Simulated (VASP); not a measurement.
Set up this calculation in VASP 6.6.1, as the native input.

| Property | Result |
| --- | --- |
| Task | single point |
| Functional | PBEsol |
| Potentials or basis | VASP PAW PBE potentials, release 64 (Ta_pv, N) |
| Cutoff | 520 eV |
| k mesh | 18 × 18 × 16 |
| Occupations | gaussian, width 0.15 eV |
| Spin | no spin polarisation |
| Dipole correction | no |
| Further INCAR settings | ALGO = Normal; EDIFF = 1e-07; NBANDS = 15 |

The structure of TaN lies in POSCAR:

```
TaN
1.0
    2.9379988584      0.0000000000      0.0000000000
   -1.4689994292      2.5443816477      0.0000000000
    0.0000000000      0.0000000000      2.8830000000
Ta N
1 1
Direct
    0.2868382369      0.6326298937      0.4699609641
    0.0000000000      0.0000000000      0.0000000000
```

This cell differs from its parent crystal: all Ta atoms moved -0.150 Å, as atom 1 along Cartesian [1 1 1].

These files were run (other wordings do the same):

INCAR

```
PREC = Accurate
ENCUT = 520
EDIFF = 1E-7
ISMEAR = 0
SIGMA = 0.15
LREAL = F
LASPH = T
NELM = 60
ALGO = Normal
ISIF = 2
LWAVE = F
LCHARG = T
GGA = PS
LELF = T
LVHAR = T
NBANDS = 15
```

KPOINTS

```
Automatic mesh
0
Gamma
  18 18 16
```

Potentials or basis: VASP PAW PBE potentials, release 64 (Ta_pv, N).

Run with:

```bash
$ cat potpaw_PBE.64/Ta_pv/POTCAR potpaw_PBE.64/N/POTCAR > POTCAR
$ mpirun -np 1 vasp_std > vasp.out
```

Results of the run:

The pressure is -0.5 GPa. The largest force is 1.988 eV/Å and the band gap on the k mesh is zero (bands 8 and 9 overlap by 0.19 eV).

Caveat: the cell differs from its parent crystal (all Ta atoms moved -0.150 Å, as atom 1 along Cartesian [1 1 1]); the PAW data sets were made with another functional, which shifts forces and pressure a little; spin-orbit coupling is left out, which moves the levels of the heavy elements.

It took 4.1 min on 1 thread of Intel(R) Xeon(R) 6975P-C (Granite Rapids) (shared host), peak memory 0.89 GiB.
